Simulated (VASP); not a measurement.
# In3TeW (Pm-3m) in VASP: a series of runs, part 2 of 2

VASP 6.6.1.

## (4) Single point, PBE

Contents of INCAR:

```
PREC = Accurate
ENCUT = 520
EDIFF = 1E-6
ISMEAR = 0
SIGMA = 0.1
LREAL = False
LASPH = True
NELM = 100
ALGO = Normal
ISIF = 2
LWAVE = False
LCHARG = False
GGA = PE
NBANDS = 38
```

Contents of KPOINTS:

```
Automatic mesh
0
Gamma
  4 4 4
```

Contents of POSCAR:

```
In3TeW
1.0
    5.3937043645      0.0000000000      0.0000000000
    0.0000000000      5.3937043645      0.0000000000
    0.0000000000      0.0000000000      5.3937043645
In Te W
3 1 1
Direct
    0.5000000000      0.5000000000      0.0000000000
    0.0000000000      0.5000000000      0.5000000000
    0.5000000000      0.0000000000      0.5000000000
    0.0000000000      0.0000000000      0.0000000000
    0.5000000000      0.5000000000      0.5000000000
```

Potentials or basis: VASP PAW PBE potentials, release 64 (In_d, Te, W_sv).

Run with:

```console
> cat potpaw_PBE.64/In_d/POTCAR potpaw_PBE.64/Te/POTCAR potpaw_PBE.64/W_sv/POTCAR > POTCAR
> mpirun -np 1 vasp_std > vasp.out
```

OUTCAR:

```text
PREC = Accurate
   ENCUT = 520
   EDIFF = 1E-6
   ISMEAR = 0
   LREAL = False
   LASPH = True
   NELM = 100
   ISIF = 2
   GGA = PE

 ion  position               nearest neighbor table
   1  0.500  0.500  0.000-   5 2.70   5 2.70   4 3.81   2 3.81   2 3.81   3 3.81   3 3.81   3 3.81
                             4 3.81   3 3.81   2 3.81   4 3.81   2 3.81   4 3.81
   2  0.000  0.500  0.500-   5 2.70   5 2.70   4 3.81   1 3.81   1 3.81   4 3.81   3 3.81   4 3.81
                             4 3.81   1 3.81   3 3.81   3 3.81   1 3.81   3 3.81
   3  0.500  0.000  0.500-   5 2.70   5 2.70   4 3.81   1 3.81   1 3.81   4 3.81   1 3.81   2 3.81
                             2 3.81   1 3.81   2 3.81   4 3.81   4 3.81   2 3.81
   4  0.000  0.000  0.000-   1 3.81   2 3.81   3 3.81   2 3.81   3 3.81   1 3.81   2 3.81   2 3.81
                             1 3.81   3 3.81   3 3.81   1 3.81
   5  0.500  0.500  0.500-   1 2.70   2 2.70   3 2.70   1 2.70   3 2.70   2 2.70

  LATTYP: Found a simple cubic cell.
 ALAT       =     5.3937043645

  Lattice vectors:

 A1 = (   5.3937043645,   0.0000000000,   0.0000000000)
 A2 = (   0.0000000000,   5.3937043645,   0.0000000000)
 A3 = (   0.0000000000,   0.0000000000,   5.3937043645)

Analysis of symmetry for initial positions (statically):
=====================================================================
 Subroutine PRICEL returns:
 Original cell was already a primitive cell.

 Routine SETGRP: Setting up the symmetry group for a
 simple cubic supercell.

 Subroutine GETGRP returns: Found 48 space group operations
 (whereof 48 operations were pure point group operations)
 out of a pool of 48 trial point group operations.

The static configuration has the point symmetry O_h .

Analysis of symmetry for dynamics (positions and initial velocities):
=====================================================================
 Subroutine PRICEL returns:
 Original cell was already a primitive cell.

 Routine SETGRP: Setting up the symmetry group for a
 simple cubic supercell.

 Subroutine GETGRP returns: Found 48 space group operations
 (whereof 48 operations were pure point group operations)
 out of a pool of 48 trial point group operations.
[... 115 lines left out ...]
  Thomas-Fermi vector in A             =   2.317874
   LORBIT       =      0    0 simple, 1 ext, 2 COOP (PROOUT), +10 PAW based schemes
   GGA     = PE    functional components
   LHFCALC =     F    Hartree Fock is set to
   AEXX    =    0.0000 exact exchange contribution
   IVDW    =     0    specifies the selected vdW correction
   LEPSILON=     F    determine dielectric tensor
   LRPA    =     F    only Hartree local field effects (RPA)
 non-spin polarized calculation
 Gauss-broadening in eV      SIGMA  =   0.10
  energy-cutoff  :      520.00
  volume of cell :      156.91
 maximum number of plane-waves:      4260
   NGX = 21   NGY = 21   NGZ = 21

 number of electron      58.9999978 magnetization

 Free energy of the ion-electron system (eV)
  ---------------------------------------------------
  ext. energy  EPLUGINS =         0.00000000
  ---------------------------------------------------
  free energy    TOTEN  =       -19.66276960 eV

  energy without entropy =      -19.60426603  energy(sigma->0) =      -19.63351781

 E-fermi :   4.8790     XC(G=0):  -9.3614

 val. band max:        4.7708457300   @ k =   0.2500   0.2500   0.2500
 cond. band min:       4.8824149523   @ k =   0.5000   0.0000   0.0000
 fundamental gap:      0.1115692223
 Fermi energy:         4.8790329603

 k-point     1 :       0.0000    0.0000    0.0000
  band No.  band energies     occupation
      1     -68.4770      2.00000
      2     -32.7356      2.00000
      3     -32.7356      2.00000
      4     -32.7356      2.00000
      5      -9.2005      2.00000
      6      -9.1212      2.00000
[... 399 lines left out ...]
     37      11.2436      0.00000
     38      11.2436      0.00000

------------------------ aborting loop because EDIFF is reached ----------------------------------------

  FORCE on cell =-STRESS in cart. coord.  units (eV):
  Direction    XX          YY          ZZ          XY          YZ          ZX
  --------------------------------------------------------------------------------------
  -------------------------------------------------------------------------------------
  Total        0.1151194      0.1151194      0.1151194     -0.0000000      0.0000000      0.0000000
  in kB        1.1754328      1.1754328      1.1754328     -0.0000000      0.0000000      0.0000000
  external PRESSURE =       1.1754328 kB  Pullay stress =       0.0000000 kB

 VOLUME and BASIS-vectors are now :
 -----------------------------------------------------------------------------
  energy-cutoff  :      520.00
  volume of cell :      156.91
      direct lattice vectors                 reciprocal lattice vectors
     5.393704364  0.000000000  0.000000000     0.185401337  0.000000000  0.000000000
     0.000000000  5.393704364  0.000000000     0.000000000  0.185401337  0.000000000
     0.000000000  0.000000000  5.393704364     0.000000000  0.000000000  0.185401337

 POSITION                                       TOTAL-FORCE (eV/Angst)
 -----------------------------------------------------------------------------------
      2.69685      2.69685      0.00000         0.000000      0.000000      0.000000
      0.00000      2.69685      2.69685         0.000000      0.000000      0.000000
      2.69685      0.00000      2.69685         0.000000      0.000000      0.000000
      0.00000      0.00000      0.00000         0.000000      0.000000      0.000000
      2.69685      2.69685      2.69685         0.000000      0.000000      0.000000
 -----------------------------------------------------------------------------------
    total drift:                               -0.000000     -0.000000     -0.000000

  FREE ENERGIE OF THE ION-ELECTRON SYSTEM (eV)
  ---------------------------------------------------
  free  energy   TOTEN  =       -19.6627695961 eV

  energy  without entropy=      -19.6042660327  energy(sigma->0) =      -19.63351781
```

stdout:

```text
POSCAR found type information on POSCAR InTeW
 POSCAR found :  3 types and       5 ions
 scaLAPACK will be used
 LDA part: xc-table for (Slater+PW92), standard interpolation
 POSCAR, INCAR and KPOINTS ok, starting setup
 FFT: planning ... GRIDC
 FFT: planning ... GRID_SOFT
 FFT: planning ... GRID
 WAVECAR not read
 entering main loop
```

Wall time 44 s (1 thread of AMD EPYC 7R13 (Zen 3), shared host); peak memory 0.24 GiB.

What came out:

```
Free energy : -19.6628 eV
Pressure    : 0.1 GPa
```

Caveat: spin-orbit coupling is left out, which moves the levels of the heavy elements.

## (5) Relaxation of cell and atoms, PBE

This run uses another cell than the first one, of 25.34 Å³/atom, 0.807 times its volume.

Contents of INCAR:

```
SYSTEM = In3TeW
PREC = Accurate ; ENCUT = 600
EDIFF = 1E-7 ; ISMEAR = 0
SIGMA = 0.1 ; LREAL = .FALSE.
LASPH = .TRUE. ; NELM = 100
ALGO = Normal ; ISIF = 3
LWAVE = .FALSE. ; LCHARG = .FALSE.
GGA = PE ; IBRION = 2
NSW = 90 ; EDIFFG = -0.04
```

Contents of KPOINTS:

```
regular mesh
0
G
  4 4 4
  0 0 0
```

POSCAR: that of step 4 with these lines changed.

```diff
@@ -2,5 +2,5 @@
 1.0
-    5.3937043645      0.0000000000      0.0000000000
-    0.0000000000      5.3937043645      0.0000000000
-    0.0000000000      0.0000000000      5.3937043645
+    5.0223907000      0.0000000000      0.0000000000
+    0.0000000000      5.0223907000      0.0000000000
+    0.0000000000      0.0000000000      5.0223907000
 In Te W
```

Run with:

```console
> cat potpaw_PBE.64/In_d/POTCAR potpaw_PBE.64/Te/POTCAR potpaw_PBE.64/W_sv/POTCAR > POTCAR
> mpirun -np 1 vasp_std > vasp.out
```

Run time: 2.6 min. Hardware: 1 thread of AMD EPYC 7R13 (Zen 3), shared host; peak memory 0.24 GiB.

The run converged. Its results:

- Free energy: -19.6560 eV
- Relaxed volume: 31.43 Å³/atom
- Relaxed cell: a = 5.396 Å, b = 5.396 Å, c = 5.396 Å, α = 90.00°, β = 90.00°, γ = 90.00°
- Space group after relaxing (to 0.05 Å): Pm-3m (No. 221)
- Energy gained by relaxing: 253.0 meV/atom
- Ionic steps: 3
- Pressure after relaxing: 0.1 GPa

The path:
| step | energy change (eV) | largest force (eV/Å) | pressure (GPa) | volume (Å³) |
| --- | --- | --- | --- | --- |
| 1 | 0.0000 | 0.0000 | 16.32 | 126.69 |
| 2 | -0.9061 | 0.0000 | -4.44 | 180.13 |
| 3 | -1.2648 | 0.0000 | 0.05 | 157.13 |

Final structure:
```
CELL_PARAMETERS angstrom
5.39613 0.00000 0.00000
0.00000 5.39613 0.00000
0.00000 0.00000 5.39613
ATOMIC_POSITIONS crystal
In 0.50000 0.50000 0.00000
In 0.00000 0.50000 0.50000
In 0.50000 0.00000 0.50000
Te 0.00000 0.00000 0.00000
W 0.50000 0.50000 0.50000
```

Levels at points of the mesh, in eV from the Fermi level:
| k point | band 27 | band 28 | band 29 | band 30 | band 31 | band 32 |
| --- | --- | --- | --- | --- | --- | --- |
| (0.00, 0.00, 0.00) | 0.23 | 0.23 | 0.23 | 0.94 | 0.94 | 0.94 |
| (0.50, 0.00, 0.00) | -0.75 | 0.00 | 0.00 | 0.10 | 0.10 | 0.25 |
| (0.50, 0.50, 0.00) | -1.17 | -0.74 | -0.74 | -0.67 | -0.67 | 1.12 |
| (0.50, 0.50, 0.50) | -3.09 | -1.25 | -1.25 | 0.10 | 0.10 | 0.10 |

Caveat: the volume moved by over 15 % at a fixed basis, so the end points are rough; spin-orbit coupling is left out, which moves the levels of the heavy elements.

## (6) Summary

```tsv
task	cell	k mesh	cutoff (eV)	gap on the mesh (eV)	pressure (GPa)
single point	a = 5.394 Å, 5 atoms	8 × 8 × 8	520	none	0.0
relaxation of cell and atoms	relaxed from a = 5.394 Å, 5 atoms	8 × 8 × 8	600	none	0.0
single point	a = 5.394 Å, 5 atoms	4 × 4 × 4	520	none	0.1
relaxation of cell and atoms	relaxed from a = 5.022 Å, 5 atoms	4 × 4 × 4	600	none	0.1
```

Alike in all rows: level PBE; potentials or basis VASP PAW PBE potentials, release 64 (In_d, Te, W_sv); no spin polarisation; smearing gaussian 0.1 eV.

Caveats: spin-orbit coupling is left out, which moves the levels of the heavy elements; the relaxation stopped at its first step, so nothing moved (some runs); the volume moved by over 15 % at a fixed basis, so the end points are rough (some runs).

Total energies depend on the potentials used, so only differences within one code and one set of settings carry meaning.
